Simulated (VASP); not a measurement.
Al, 18 atoms in the cell. The typed cell holds 18 atoms: a = 6.886 Å, b = 6.886 Å, c = 6.886 Å, α = 75.56°, β = 75.56°, γ = 75.56°.  This cell differs from its parent crystal: dynamics (nvt langevin) at 300 K, volume x 1.0, from the last frame before.

- Program: VASP 6.6.1
- Task: single point
- Functional: PBEsol
- Potentials or basis: VASP PAW PBE potentials, release 64 (Al)
- Cutoff: 520 eV
- k mesh: 3 × 3 × 3
- Occupations: fermi-dirac, width 0.05 eV
- Spin: no spin polarisation
- Dipole correction: no
- Further INCAR settings: LREAL = Auto; ALGO = Normal; EDIFF = 1e-06; NBANDS = 42

Potentials or basis: VASP PAW PBE potentials, release 64 (Al).

Command:

```console
$ cat potpaw_PBE.64/Al/POTCAR > POTCAR
$ mpirun -np 1 vasp_std > vasp.out
```

Hardware: 1 thread of Intel(R) Xeon(R) Platinum 8488C (Sapphire Rapids), with other jobs on the host.

Q: How long does it take, and how much memory?

A: Run time: 6.1 min on 1 thread of Intel(R) Xeon(R) Platinum 8488C (Sapphire Rapids), on a shared host, peak memory 0.4 GiB. Counts: scf iterations 12, k points 14.
